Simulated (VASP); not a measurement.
# BeZnF4 (F-43m) in VASP: vibrations by perturbation theory with PBE

Aim: the vibrations by perturbation theory of BeZnF4 with PBE.

All numbers are computed with VASP 6.6.1; they aren't measurements. Logs are shortened: lines on timing, memory, paths and dates and some standing lists are left out, and cuts for length are marked.

## (1) The cell of the first run

The structure is cubic, space group F-43m (No. 216). The conventional cell has a = 8.029 Å, b = 8.029 Å, c = 8.029 Å, α = 90.00°, β = 90.00°, γ = 90.00°. Be (site symmetry -43m) has 4 F at 1.56 Å within 2.1 Å. Zn (site symmetry -43m) has 4 F at 1.91 Å within 2.5 Å. F (site symmetry 3m) has 1 Be at 1.56 Å and 1 Zn at 1.91 Å within 2.1 Å.

## (2) Vibrations by perturbation theory, PBE

Contents of INCAR:

```
SYSTEM = BeZnF4
PREC = Accurate
ENCUT = 520
EDIFF = 1E-8
ISMEAR = 0
SIGMA = 0.01
LREAL = .False.
LASPH = .True.
NELM = 60
ALGO = Normal
ISIF = 2
LWAVE = .False.
LCHARG = .True.
GGA = PE
IBRION = 8
NSW = 1
LEPSILON = .True.
LUSENCCL = .False.
```

Contents of KPOINTS:

```
Automatic mesh
0
Gamma
  6 6 6
  0 0 0
```

Contents of POSCAR:

```
BeZnF4
1.0
    0.0000000000      4.0147102116      4.0147102116
    4.0147102116      0.0000000000      4.0147102116
    4.0147102116      4.0147102116      0.0000000000
Be Zn F
1 1 4
Direct
    0.7500000000      0.7500000000      0.7500000000
    0.5000000000      0.5000000000      0.5000000000
    0.0869647308      0.6376784231      0.6376784231
    0.6376784231      0.0869647308      0.6376784231
    0.6376784231      0.6376784231      0.0869647308
    0.6376784231      0.6376784231      0.6376784231
```

Potentials or basis: VASP PAW PBE potentials, release 64 (Be, Zn, F).

Run with:

```sh
> cat potpaw_PBE.64/Be/POTCAR potpaw_PBE.64/Zn/POTCAR potpaw_PBE.64/F/POTCAR > POTCAR
> mpirun -np 1 vasp_std > vasp.out
```

OUTCAR:

```text
SYSTEM = BeZnF4
   PREC = Accurate
   ENCUT = 520
   EDIFF = 1E-8
   ISMEAR = 0
   LREAL = .False.
   LASPH = .True.
   NELM = 60
   ISIF = 2
   GGA = PE
   IBRION = 8
   NSW = 1
   LEPSILON = .True.

 ion  position               nearest neighbor table
   1  0.750  0.750  0.750-   6 1.56   4 1.56   5 1.56   3 1.56
   2  0.500  0.500  0.500-   5 1.91   4 1.91   3 1.91   6 1.91
   3  0.087  0.638  0.638-   1 1.56   2 1.91
   4  0.638  0.087  0.638-   1 1.56   2 1.91
   5  0.638  0.638  0.087-   1 1.56   2 1.91
   6  0.638  0.638  0.638-   1 1.56   2 1.91

  LATTYP: Found a face centered cubic cell.
 ALAT       =     8.0294204232

  Lattice vectors:

 A1 = (   0.0000000000,   4.0147102116,   4.0147102116)
 A2 = (   4.0147102116,   0.0000000000,   4.0147102116)
 A3 = (   4.0147102116,   4.0147102116,   0.0000000000)

Analysis of symmetry for initial positions (statically):
=====================================================================
 Subroutine PRICEL returns:
 Original cell was already a primitive cell.

 Routine SETGRP: Setting up the symmetry group for a
 face centered cubic supercell.

 Subroutine GETGRP returns: Found 24 space group operations
 (whereof 24 operations were pure point group operations)
 out of a pool of 48 trial point group operations.

The static configuration has the point symmetry T_d .

Analysis of symmetry for dynamics (positions and initial velocities):
[... 757 lines left out ...]
  2X     3.448697   -0.000000    0.000000  -11.896538    0.000000   -0.000000    2.111960   -2.544625   -2.544625    2.111960   -2.544625    2.544625    2.111960    2.544625   -2.544625    2.111960    2.544625    2.544625
  2Y     0.000000    3.448697   -0.000000   -0.000000  -11.896538    0.000000   -2.544625    2.111960    2.544625   -2.544625    2.111960   -2.544625    2.544625    2.111960   -2.544625    2.544625    2.111960    2.544625
  2Z    -0.000000   -0.000000    3.448697    0.000000    0.000000  -11.896538   -2.544625    2.544625    2.111960    2.544625   -2.544625    2.111960   -2.544625   -2.544625    2.111960    2.544625    2.544625    2.111960
  3X     2.911871   -1.903012   -1.903012    2.087452   -2.568222   -2.568222   -8.322120    6.679704    6.679704    1.872362   -2.220278    0.387009    1.872362    0.387009   -2.220278   -0.421927   -0.375200   -0.375200
  3Y    -1.903012    2.911871    1.903012   -2.568222    2.087452    2.568222    6.679704   -8.322120   -6.679704   -2.220278    1.872362   -0.387009   -0.375200   -0.421927    0.375200    0.387009    1.872362    2.220278
  3Z    -1.903012    1.903012    2.911871   -2.568222    2.568222    2.087452    6.679704   -6.679704   -8.322120   -0.375200    0.375200   -0.421927   -2.220278   -0.387009    1.872362    0.387009    2.220278    1.872362
  4X     2.911871   -1.903012    1.903012    2.087452   -2.568222    2.568222    1.872362   -2.220278   -0.387009   -8.322120    6.679704   -6.679704   -0.421927   -0.375200    0.375200    1.872362    0.387009    2.220278
  4Y    -1.903012    2.911871   -1.903012   -2.568222    2.087452   -2.568222   -2.220278    1.872362    0.387009    6.679704   -8.322120    6.679704    0.387009    1.872362   -2.220278   -0.375200   -0.421927   -0.375200
  4Z     1.903012   -1.903012    2.911871    2.568222   -2.568222    2.087452    0.375200   -0.375200   -0.421927   -6.679704    6.679704   -8.322120   -0.387009   -2.220278    1.872362    2.220278    0.387009    1.872362
  5X     2.911871    1.903012   -1.903012    2.087452    2.568222   -2.568222    1.872362   -0.387009   -2.220278   -0.421927    0.375200   -0.375200   -8.322120   -6.679704    6.679704    1.872362    2.220278    0.387009
  5Y     1.903012    2.911871   -1.903012    2.568222    2.087452   -2.568222    0.375200   -0.421927   -0.375200   -0.387009    1.872362   -2.220278   -6.679704   -8.322120    6.679704    2.220278    1.872362    0.387009
  5Z    -1.903012   -1.903012    2.911871   -2.568222   -2.568222    2.087452   -2.220278    0.387009    1.872362    0.387009   -2.220278    1.872362    6.679704    6.679704   -8.322120   -0.375200   -0.375200   -0.421927
  6X     2.911871    1.903012    1.903012    2.087452    2.568222    2.568222   -0.421927    0.375200    0.375200    1.872362   -0.387009    2.220278    1.872362    2.220278   -0.387009   -8.322120   -6.679704   -6.679704
  6Y     1.903012    2.911871    1.903012    2.568222    2.087452    2.568222   -0.387009    1.872362    2.220278    0.375200   -0.421927    0.375200    2.220278    1.872362   -0.387009   -6.679704   -8.322120   -6.679704
  6Z     1.903012    1.903012    2.911871    2.568222    2.568222    2.087452   -0.387009    2.220278    1.872362    2.220278   -0.387009    1.872362    0.375200    0.375200   -0.421927   -6.679704   -6.679704   -8.322120

 Eigenvectors and eigenvalues of the dynamical matrix
 ----------------------------------------------------

   1 f  =   22.151333 THz   139.180928 2PiTHz  738.888922 cm-1    91.610509 meV
             X         Y         Z           dx          dy          dz
      6.022065  6.022065  6.022065    -0.406681   -0.679544    0.361199
      4.014710  4.014710  4.014710     0.001967    0.003287   -0.001747
      5.120188  2.909232  2.909232     0.018316   -0.007085   -0.017846
      2.909232  5.120188  2.909232    -0.097085    0.108316   -0.105025
      2.909232  2.909232  5.120188     0.235428    0.238249   -0.234958
      5.120188  5.120188  5.120188     0.120026    0.122847    0.112087
[... 145 lines left out ...]
  18 f/i=    1.748239 THz    10.984507 2PiTHz   58.314965 cm-1     7.230131 meV
             X         Y         Z           dx          dy          dz
      6.022065  6.022065  6.022065     0.000000    0.000000   -0.000000
      4.014710  4.014710  4.014710     0.000000    0.000000   -0.000000
      5.120188  2.909232  2.909232     0.437268    0.295922    0.141346
      2.909232  5.120188  2.909232     0.132562   -0.008784   -0.141346
      2.909232  2.909232  5.120188    -0.132562   -0.295922   -0.428484
      5.120188  5.120188  5.120188    -0.437268    0.008784    0.428484

--------------------------------------------------------------------------------------------------------

 MACROSCOPIC STATIC DIELECTRIC TENSOR IONIC CONTRIBUTION
 ------------------------------------------------------
           1.481060    -0.000000    -0.000000
          -0.000000     1.481060    -0.000000
          -0.000000    -0.000000     1.481060
 ------------------------------------------------------

 ELASTIC MODULI CONTR FROM IONIC RELAXATION (kBar)
 Direction    XX          YY          ZZ          XY          YZ          ZX
 --------------------------------------------------------------------------------
 XX         -46.8830     22.5469     22.5469     -0.0000     -0.0000      0.0000
 YY          22.5469    -46.8830     22.5469      0.0000      0.0000     -0.0000
 ZZ          22.5469     22.5469    -46.8830      0.0000      0.0000     -0.0000
 XY          -0.0000      0.0000      0.0000   -316.4674      0.0000      0.0000
 YZ          -0.0000      0.0000     -0.0000     -0.0000   -316.4674      0.0000
 ZX           0.0000     -0.0000     -0.0000      0.0000      0.0000   -316.4674
 --------------------------------------------------------------------------------

 PIEZOELECTRIC TENSOR IONIC CONTR  for field in x, y, z        (C/m^2)
          XX          YY          ZZ          XY          YZ          ZX
  --------------------------------------------------------------------------------
  x     0.00000    -0.00000    -0.00000    -0.00000     0.29681    -0.00000
  y    -0.00000    -0.00000     0.00000     0.00000    -0.00000     0.29681
  z     0.00000     0.00000    -0.00000     0.29681    -0.00000    -0.00000
```

OSZICAR:

```text
N       E                     dE             d eps       ncg     rms          rms(c)
DAV:   1     0.438751155602E+03    0.43875E+03   -0.21511E+04   800   0.167E+03
DAV:   2     0.149199400824E+02   -0.42383E+03   -0.41039E+03  1011   0.419E+02
[... 188 lines left out ...]
RMM:   8    -0.540364244737E+00   -0.89805E-05   -0.36040E-07  5849   0.256E-03    0.420E-04
RMM:   9    -0.540362668118E+00    0.15766E-05   -0.62348E-08  5365   0.674E-04    0.221E-04
RMM:  10    -0.540360641348E+00    0.20268E-05   -0.48004E-09  5830   0.472E-04    0.699E-05
RMM:  11    -0.540360426088E+00    0.21526E-06    0.52895E-08  5685   0.280E-04    0.280E-05
RMM:  12    -0.540360606228E+00   -0.18014E-06   -0.87836E-08  6047   0.192E-04    0.697E-06
RMM:  13    -0.540360602812E+00    0.34158E-08   -0.49223E-08  6196   0.158E-04    0.277E-06
 Linear response finished
```

Run time: 13 min. Hardware: 1 × NVIDIA H100 80GB with 1 thread of Intel Xeon Platinum 8481C at 2.70GHz (Sapphire Rapids), shared host; peak memory 1.7 GiB.

Results:

- Electronic dielectric tensor (diagonal): 1.59
- Born charges (mean of the diagonal): Be +1.96; Zn +1.99; F -0.99 e
- Highest phonon frequency at Γ, LO-TO splitting left out: 739 cm⁻¹
- Most unstable mode: 58i cm⁻¹

Phonon frequencies in cm⁻¹ (negative: imaginary):
```tsv
q point	frequencies
(0.000, 0.000, 0.000)	-58 -58 -58 -1 -1 -1 193 193 193 201 201 470 470 470 675 739 739 739
```

Electronic dielectric tensor:
```
1.59 0.00 0.00
0.00 1.59 0.00
0.00 0.00 1.59
```

Born effective charge tensors (e):
atom 1, Be
```
1.96 0.00 0.00
0.00 1.96 0.00
0.00 0.00 1.96
```
atom 2, Zn
```
1.99 0.00 0.00
0.00 1.99 0.00
0.00 0.00 1.99
```
atom 3, F
```
-0.99  0.40  0.40
 0.40 -0.99 -0.40
 0.40 -0.40 -0.99
```
atom 4, F
```
-0.99  0.40 -0.40
 0.40 -0.99  0.40
-0.40  0.40 -0.99
```
atom 5, F
```
-0.99 -0.40  0.40
-0.40 -0.99  0.40
 0.40  0.40 -0.99
```
atom 6, F
```
-0.99 -0.40 -0.40
-0.40 -0.99 -0.40
-0.40 -0.40 -0.99
```

Caveat: some modes are imaginary.
